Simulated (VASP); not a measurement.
# SnSe2 (P-3m1) in VASP: notebook

SnSe2 is run at these levels: PBE+D3(BJ); tasks: single point.

Program: VASP 6.6.1. These are calculated values, not measurements. Logs are shortened: lines on timing, memory, paths and dates and some standing lists are left out, and cuts for length are marked.

### 1 The cell of the first run

It takes space group P-3m1 (No. 164, trigonal). The conventional cell has a = 3.811 Å, b = 3.811 Å, c = 15.274 Å, α = 90.00°, β = 90.00°, γ = 120.00°. Within 3.5 Å of Sn (site symmetry 3m) lie 6 Se at 2.68 Å. Se (site symmetry 3m) has 3 Sn at 2.68 Å within 3.5 Å. Within 3.5 Å of Se (site symmetry 3m) lie 3 Sn at 2.68 Å.

### 2 Single point, PBE+D3(BJ) (the distance across one plane changed)

The input, INCAR:

```
SYSTEM = SnSe2
PREC = Accurate ; ENCUT = 520
EDIFF = 1E-7 ; ISMEAR = 0
SIGMA = 0.05 ; LREAL = .FALSE.
LASPH = .TRUE. ; NELM = 80
ALGO = Normal ; ISIF = 2
LWAVE = .FALSE. ; LCHARG = .TRUE.
GGA = PE ; IVDW = 12
LELF = .TRUE. ; LVHAR = .TRUE.
NBANDS = 35
```

The input, KPOINTS:

```
Automatic mesh
0
G
  8 8 3
  0 0 0
```

The input, POSCAR:

```
SnSe2
1.0
   -3.8109987816      0.0000000000      0.0000000000
   -1.9054993908     -3.3004217586      0.0000000000
    0.0000000000      0.0000000000     15.2740000000
Sn Se
2 4
Direct
    0.0000000000      0.0000000000      0.6026908472
    0.0000000000      0.0000000000      0.2008969491
    0.3333333333      0.3333333333      0.7031393217
    0.3333333333      0.3333333333      0.3013454236
    0.6666666667      0.6666666667      0.1004484745
    0.6666666667      0.6666666667      0.5022423727
```

Potentials or basis: VASP PAW PBE potentials, release 64 (Sn_d, Se).

Launch:

```bash
$ cat potpaw_PBE.64/Sn_d/POTCAR potpaw_PBE.64/Se/POTCAR > POTCAR
$ mpirun -np 1 vasp_std > vasp.out
```

OUTCAR:

```text
SYSTEM = SnSe2
   PREC = Accurate
   ENCUT = 520
   EDIFF = 1E-7
   ISMEAR = 0
   LREAL = .FALSE.
   LASPH = .TRUE.
   NELM = 80
   ISIF = 2
   GGA = PE
   IVDW = 12
 IVDW          = 12

 ion  position               nearest neighbor table
   1  0.000  0.000  0.603-   3 2.68   6 2.68   6 2.68   3 2.68   6 2.68   3 2.68
   2  0.000  0.000  0.201-   4 2.68   4 2.68   4 2.68   5 2.68   5 2.68   5 2.68
   3  0.333  0.333  0.703-   1 2.68   1 2.68   1 2.68
   4  0.333  0.333  0.301-   2 2.68   2 2.68   2 2.68
   5  0.667  0.667  0.100-   2 2.68   2 2.68   2 2.68
   6  0.667  0.667  0.502-   1 2.68   1 2.68   1 2.68

  LATTYP: Found a hexagonal cell.
 ALAT       =     3.8109987816
 C/A-ratio  =     4.0078732310

  Lattice vectors:

 A1 = (   1.9054993908,   3.3004217586,   0.0000000000)
 A2 = (  -3.8109987816,   0.0000000000,   0.0000000000)
 A3 = (   0.0000000000,   0.0000000000,  15.2740000000)

Analysis of symmetry for initial positions (statically):
=====================================================================
 Subroutine PRICEL returns:
 Original cell was already a primitive cell.

 Routine SETGRP: Setting up the symmetry group for a
 hexagonal supercell.

 Subroutine GETGRP returns: Found 12 space group operations
 (whereof  6 operations were pure point group operations)
 out of a pool of 24 trial point group operations.

The static configuration has the point symmetry C_3v.
 The point group associated with its full space group is D_3d.

Analysis of symmetry for dynamics (positions and initial velocities):
=====================================================================
 Subroutine PRICEL returns:
 Original cell was already a primitive cell.

 Routine SETGRP: Setting up the symmetry group for a
 hexagonal supercell.

 Subroutine GETGRP returns: Found 12 space group operations
 (whereof  6 operations were pure point group operations)
 out of a pool of 24 trial point group operations.

The dynamic configuration has the point symmetry C_3v.
 The point group associated with its full space group is D_3d.

 Subroutine INISYM returns: Found 12 space group operations
 (whereof  6 operations are pure point group operations),
 and found     1 'primitive' translations

----------------------------------------------------------------------------------------

                                     Primitive cell

  volume of cell :     192.1149

  direct lattice vectors                    reciprocal lattice vectors
    -3.810998782  0.000000000  0.000000000    -0.262398405  0.151495789  0.000000000
    -1.905499391 -3.300421759  0.000000000     0.000000000 -0.302991579  0.000000000
     0.000000000  0.000000000 15.274000000     0.000000000  0.000000000  0.065470735

  length of vectors
     3.810998782  3.810998782 15.274000000     0.302991579  0.302991579  0.065470735

  position of ions in fractional coordinates (direct lattice)
     0.000000000  0.000000000  0.602690847
     0.000000000  0.000000000  0.200896949
     0.333333333  0.333333333  0.703139322
     0.333333333  0.333333333  0.301345424
     0.666666667  0.666666667  0.100448474
     0.666666667  0.666666667  0.502242373

  ion indices of the primitive-cell ions
   primitive index   ion index
                 1           1
                 2           2
                 3           3
                 4           4
                 5           5
                 6           6

----------------------------------------------------------------------------------------

 KPOINTS: Automatic mesh

Automatic generation of k-mesh.
 Grid dimensions read from file:
 generate k-points for:    8    8    3

 Generating k-lattice:

  Cartesian coordinates                     Fractional coordinates (reciprocal lattice)
    -0.032799801  0.018936974  0.000000000     0.125000000 -0.000000000  0.000000000
     0.000000000 -0.037873947  0.000000000     0.000000000  0.125000000  0.000000000
     0.000000000  0.000000000  0.021823578     0.000000000  0.000000000  0.333333333

  Length of vectors
     0.037873947  0.037873947  0.021823578

  Shift w.r.t. Gamma in fractional coordinates (k-lattice)
     0.000000000  0.000000000  0.000000000

 Subroutine IBZKPT returns following result:
 ===========================================

 Found     25 irreducible k-points:

 Following reciprocal coordinates:
            Coordinates               Weight
  0.000000  0.000000  0.000000      1.000000
  0.125000 -0.000000  0.000000      6.000000
  0.250000 -0.000000  0.000000      6.000000
  0.375000 -0.000000  0.000000      6.000000
  0.500000 -0.000000  0.000000      3.000000
  0.250000  0.125000  0.000000      6.000000
[... 16 lines left out ...]
  0.375000  0.500000  0.333333     12.000000
  0.500000  0.250000  0.333333     12.000000
   k-points           NKPTS =     25   k-points in BZ     NKDIM =     25   number of bands    NBANDS=     35
   number of dos      NEDOS =    301   number of ions     NIONS =      6
   total plane-waves  NPLWV =  94080
   dimension x,y,z NGX =    28 NGY =   28 NGZ =  120
   dimension x,y,z NGXF=    56 NGYF=   56 NGZF=  240
   ions per type =               2   4
   NGX,Y,Z   is equivalent  to a cutoff of  12.21, 12.21, 13.06 a.u.
   NGXF,Y,Z  is equivalent  to a cutoff of  24.43, 24.43, 26.12 a.u.
 SYSTEM =  SnSe2
   PREC   = accura    normal or accurate (medium, high low for compatibility)
   ISTART =      0    job   : 0-new  1-cont  2-samecut
   ICHARG =      2    charge: 1-file 2-atom 10-const
   ISPIN  =      1    spin polarized calculation?
   LNONCOLLINEAR =      F non collinear calculations
   LSORBIT =      F    spin-orbit coupling
   LASPH  =      T    aspherical Exc in radial PAW
   ENCUT  =  520.0 eV  38.22 Ry    6.18 a.u.   7.09  7.09 28.40*2*pi/ulx,y,z
   NELM   =     80;   NELMIN=  2; NELMDL= -5     # of ELM steps
   EDIFF  = 0.1E-06   stopping-criterion for ELM
   LREAL  =      F    real-space projection
   EDIFFG = 0.1E-05   stopping-criterion for IOM
   NSW    =      0    number of steps for IOM
   IBRION =     -1    ionic relax: 0-MD 1-quasi-New 2-CG
   NFREE  =      0    steps in history (QN), initial steepest desc. (CG)
   ISIF   =      2    stress and relaxation
   ISYM   =      2    0-nonsym 1-usesym 2-fastsym
   POTIM  = 0.5000    time-step for ionic-motion
   TEBEG  =    0.0;   TEEND  =   0.0 temperature during run
   PSTRESS=    0.0 pullay stress
   NELECT =      52.0000    total number of electrons
   NUPDOWN=      -1.0000    fix difference up-down
   EMIN   =  10.00;   EMAX   =-10.00  energy-range for DOS
   EFERMI =   0.00;   METHOD = LEGACY
   ISMEAR =     0;   SIGMA  =   0.05  broadening in eV -4-tet -1-fermi 0-gaus
   EFERMI_NEDOS =   21; number of points for ismear=-14 and -15
   IALGO  =     38    algorithm
   IMIX   =      4    mixing-type and parameters
     AMIX     =   0.40;   BMIX     =  1.00
     AMIX_MAG =   1.60;   BMIX_MAG =  1.00
  volume/ion in A,a.u.               =      32.02       216.08
  Fermi-wavevector in a.u.,A,eV,Ry     =   1.058983  2.001187 15.258182  1.121445
  Thomas-Fermi vector in A             =   2.194312
   LORBIT       =      0    0 simple, 1 ext, 2 COOP (PROOUT), +10 PAW based schemes
   GGA     = PE    functional components
   LHFCALC =     F    Hartree Fock is set to
   AEXX    =    0.0000 exact exchange contribution
   IVDW    =    12    specifies the selected vdW correction
   LEPSILON=     F    determine dielectric tensor
   LRPA    =     F    only Hartree local field effects (RPA)
 non-spin polarized calculation
 Gauss-broadening in eV      SIGMA  =   0.05
  energy-cutoff  :      520.00
  volume of cell :      192.11
 maximum number of plane-waves:      5207
   NGX = 15   NGY = 15   NGZ = 57

 number of electron      52.0000002 magnetization

 Free energy of the ion-electron system (eV)
  ---------------------------------------------------
  ext. energy  EPLUGINS =         0.00000000
  ---------------------------------------------------
  free energy    TOTEN  =       -23.54380683 eV

  energy without entropy =      -23.54380683  energy(sigma->0) =      -23.54380683

 E-fermi :   2.3755     XC(G=0):  -8.0412

 val. band max:        2.0652001607   @ k =   0.1250  -0.0000   0.3333
 cond. band min:       2.9395285407   @ k =   0.5000  -0.0000   0.3333
 fundamental gap:      0.8743283799
 Fermi energy:         2.3755104721

 k-point     1 :       0.0000    0.0000    0.0000
  band No.  band energies     occupation
      1     -19.0855      2.00000
      2     -19.0855      2.00000
      3     -19.0855      2.00000
      4     -19.0855      2.00000
      5     -19.0460      2.00000
      6     -19.0459      2.00000
[... 27 lines left out ...]
     34       6.7713      0.00000
     35       7.6267      0.00000

 k-point     2 :       0.1250   -0.0000    0.0000
  band No.  band energies     occupation
      1     -19.0933      2.00000
      2     -19.0933      2.00000
      3     -19.0802      2.00000
      4     -19.0802      2.00000
      5     -19.0419      2.00000
      6     -19.0418      2.00000
[... 27 lines left out ...]
     34       7.1592      0.00000
     35       7.9452      0.00000

 k-point     3 :       0.2500   -0.0000    0.0000
  band No.  band energies     occupation
      1     -19.1141      2.00000
      2     -19.1140      2.00000
      3     -19.0706      2.00000
      4     -19.0706      2.00000
      5     -19.0452      2.00000
      6     -19.0452      2.00000
[... 27 lines left out ...]
     34       7.8701      0.00000
     35       8.7092      0.00000
[... 723 lines left out ...]
 k-point    23 :       0.3750    0.5000    0.3333
  band No.  band energies     occupation
      1     -19.1360      2.00000
      2     -19.1359      2.00000
      3     -19.0730      2.00000
      4     -19.0729      2.00000
      5     -19.0497      2.00000
      6     -19.0497      2.00000
[... 27 lines left out ...]
     34       8.2134      0.00000
     35       8.4063      0.00000

 k-point    24 :       0.5000    0.2500    0.3333
  band No.  band energies     occupation
      1     -19.1228      2.00000
      2     -19.1227      2.00000
      3     -19.0844      2.00000
      4     -19.0844      2.00000
      5     -19.0403      2.00000
      6     -19.0403      2.00000
[... 27 lines left out ...]
     34       8.6261      0.00000
     35       9.1507      0.00000

 [... further k-points ...]

------------------------ aborting loop because EDIFF is reached ----------------------------------------

 Edisp (eV)   -1.89553

 E8    (eV) :    -0.8423

  FORCE on cell =-STRESS in cart. coord.  units (eV):
  Direction    XX          YY          ZZ          XY          YZ          ZX
  --------------------------------------------------------------------------------------
  -------------------------------------------------------------------------------------
  Total       2.45213     2.45213     3.90641    -0.00000     0.00000     0.00000
  in kB      20.44998    20.44998    32.57820    -0.00000     0.00000     0.00000
  external pressure =       24.49 kB  Pullay stress =        0.00 kB

 VOLUME and BASIS-vectors are now :
 -----------------------------------------------------------------------------
  energy-cutoff  :      520.00
  volume of cell :      192.11
      direct lattice vectors                 reciprocal lattice vectors
    -3.810998782  0.000000000  0.000000000    -0.262398405  0.151495789  0.000000000
    -1.905499391 -3.300421759  0.000000000     0.000000000 -0.302991579  0.000000000
     0.000000000  0.000000000 15.274000000     0.000000000  0.000000000  0.065470735

 POSITION                                       TOTAL-FORCE (eV/Angst)
 -----------------------------------------------------------------------------------
      0.00000      0.00000      9.20550         0.000000     -0.000000     -0.015438
      0.00000      0.00000      3.06850        -0.000000      0.000000      0.015438
     -1.90550     -1.10014     10.73975         0.000000      0.000000      0.739473
     -1.90550     -1.10014      4.60275         0.000000     -0.000000      0.762644
     -3.81100     -2.20028      1.53425        -0.000000      0.000000     -0.739473
     -3.81100     -2.20028      7.67125        -0.000000      0.000000     -0.762644
 -----------------------------------------------------------------------------------
    total drift:                               -0.000000     -0.000000      0.000016

  FREE ENERGIE OF THE ION-ELECTRON SYSTEM (eV)
  ---------------------------------------------------
  free  energy   TOTEN  =       -25.4393353270 eV

  energy  without entropy=      -25.4393353270  energy(sigma->0) =      -25.43933533
```

Wall time 6 min (1 thread of Intel Xeon 8259CL, shared host); peak memory 0.37 GiB.

Results:

- Free energy: -25.4393 eV
- Pressure: 2.4 GPa
- Largest force: 0.763 eV/Å
- Band gap on the k mesh: 0.87 eV (least direct gap 1.14 eV)
- Dispersion energy per atom: -0.316 eV

Forces in eV/Å, atoms in the order of the input:
```
Sn   0.000  0.000 -0.015
Sn   0.000  0.000  0.015
Se   0.000  0.000  0.739
Se   0.000  0.000  0.763
Se   0.000  0.000 -0.739
Se   0.000  0.000 -0.763
```

Caveat: the cell differs from its parent crystal (the distance across one plane changed); spin-orbit coupling is left out, which moves the levels of the heavy elements. A k mesh can miss the band edges.

### 3 Single point, PBE+D3(BJ) (the distance across one plane changed)

The input, INCAR:

```
SYSTEM = SnSe2
PREC = Accurate
ENCUT = 520
EDIFF = 1E-6
ISMEAR = 0
SIGMA = 0.05
LREAL = .False.
LASPH = .True.
NELM = 100
ALGO = Normal
ISIF = 2
LWAVE = .False.
LCHARG = .False.
GGA = PE
IVDW = 12
NBANDS = 35
```

The input, KPOINTS:

```
Automatic mesh
0
Gamma
  8 8 3
  0 0 0
```

The input, POSCAR:

```
SnSe2
1.0
   -3.8109987816      0.0000000000      0.0000000000
   -1.9054993908     -3.3004217586      0.0000000000
    0.0000000000      0.0000000000     16.7740000000
Sn Se
2 4
Direct
    0.0000000000      0.0000000000      0.5487957553
    0.0000000000      0.0000000000      0.1829319184
    0.3333333333      0.3333333333      0.6402617146
    0.3333333333      0.3333333333      0.2743978777
    0.6666666667      0.6666666667      0.0914659592
    0.6666666667      0.6666666667      0.4573297961
```

Potentials or basis: VASP PAW PBE potentials, release 64 (Sn_d, Se).

Launch:

```bash
$ cat potpaw_PBE.64/Sn_d/POTCAR potpaw_PBE.64/Se/POTCAR > POTCAR
$ mpirun -np 1 vasp_std > vasp.out
```

It took 5.4 min on 1 thread of Intel Xeon 8259CL, shared host; peak memory 0.39 GiB.

The run converged. Its results:

```yaml
Free_energy: -25.4124 eV
Pressure: 2.3 GPa
Largest_force: 0.764 eV/Å
Band_gap_on_the_k_mesh: 0.87 eV (least direct gap 1.14 eV)
Dispersion_energy_per_atom: -0.312 eV
```

Forces on the atoms (eV/Å):
```
Sn   0.000  0.000 -0.021
Sn   0.000  0.000  0.021
Se   0.000  0.000  0.728
Se   0.000  0.000  0.764
Se   0.000  0.000 -0.728
Se   0.000  0.000 -0.764
```

Stress tensor (GPa, compression positive):
```
1.88 0.00 0.00
0.00 1.88 0.00
0.00 0.00 3.06
```

Levels at points of the mesh, in eV from the valence-band top:
| k point | band 22 | band 23 | band 24 | band 25 | band 26 | band 27 | band 28 | band 29 | band 30 | band 31 |
| --- | --- | --- | --- | --- | --- | --- | --- | --- | --- | --- |
| (0.00, 0.00, 0.00) | -0.51 | -0.20 | -0.20 | -0.13 | -0.13 | 1.48 | 2.22 | 3.05 | 3.08 | 4.57 |
| (0.50, 0.00, 0.00) | -2.09 | -0.84 | -0.61 | -0.46 | -0.26 | 0.87 | 1.07 | 4.03 | 4.28 | 5.28 |

Caveat: the cell differs from its parent crystal (the distance across one plane changed); spin-orbit coupling is left out, which moves the levels of the heavy elements. A k mesh can miss the band edges.

### 4 Single point, PBE+D3(BJ) (the distance across one plane changed)

Edit INCAR of step 3 so:

```diff
@@ -3,3 +3,3 @@
 ENCUT = 520
-EDIFF = 1E-6
+EDIFF = 1E-7
 ISMEAR = 0
```

The input, KPOINTS:

```
regular mesh
0
Gamma
  8 8 3
  0 0 0
```

The input, POSCAR:

```
SnSe2
1.0
   -3.8109987816      0.0000000000      0.0000000000
   -1.9054993908     -3.3004217586      0.0000000000
    0.0000000000      0.0000000000     18.2740000000
Sn Se
2 4
Direct
    0.0000000000      0.0000000000      0.5037484951
    0.0000000000      0.0000000000      0.1679161650
    0.3333333333      0.3333333333      0.5877065777
    0.3333333333      0.3333333333      0.2518742476
    0.6666666667      0.6666666667      0.0839580825
    0.6666666667      0.6666666667      0.4197904126
```

Launch:

```bash
$ cat potpaw_PBE.64/Sn_d/POTCAR potpaw_PBE.64/Se/POTCAR > POTCAR
$ mpirun -np 1 vasp_std > vasp.out
```

It took 7.6 min on 1 thread of Intel Xeon 8259CL, shared host; peak memory 0.43 GiB.

Results (log left out):

```
Free energy                : -25.4013 eV
Largest force              : 0.764 eV/Å
Band gap on the k mesh     : 0.87 eV (least direct gap 1.14 eV)
Dispersion energy per atom : -0.310 eV
```

Forces on the atoms (eV/Å):
```
Sn   0.000  0.000 -0.022
Sn   0.000  0.000  0.022
Se   0.000  0.000  0.725
Se   0.000  0.000  0.764
Se   0.000  0.000 -0.725
Se   0.000  0.000 -0.764
```

Levels at points of the mesh, in eV from the valence-band top:
| k point | band 24 | band 25 | band 26 | band 27 | band 28 | band 29 |
| --- | --- | --- | --- | --- | --- | --- |
| (0.00, 0.00, 0.00) | -0.20 | -0.13 | -0.13 | 1.49 | 2.21 | 3.05 |
| (0.50, 0.00, 0.00) | -0.61 | -0.46 | -0.26 | 0.87 | 1.07 | 4.03 |

Caveat: the cell differs from its parent crystal (the distance across one plane changed); there is no dipole correction, which matters where the two faces differ; spin-orbit coupling is left out, which moves the levels of the heavy elements.

### 5 Summary

```csv
cell,gap on the mesh (eV),pressure (GPa),largest force (eV/Å)
"a = 3.811, b = 3.811, c = 15.274 Å, angles 90.0, 90.0, 60.0°, 6 atoms",0.87,2.4,0.76
"a = 3.811, b = 3.811, c = 16.774 Å, angles 90.0, 90.0, 60.0°, 6 atoms",0.87,2.3,0.76
"a = 3.811, b = 3.811, c = 18.274 Å, angles 90.0, 90.0, 60.0°, 6 atoms",0.87,-,0.76
```

Alike in all rows: task single point; level PBE+D3(BJ); potentials or basis VASP PAW PBE potentials, release 64 (Sn_d, Se); no spin polarisation; k mesh 8 × 8 × 3; cutoff (eV) 520; smearing gaussian 0.05 eV.

Caveats: spin-orbit coupling is left out, which moves the levels of the heavy elements; there is no dipole correction, which matters where the two faces differ (at least some runs).

Absolute energies hang on the potentials; compare differences alone.
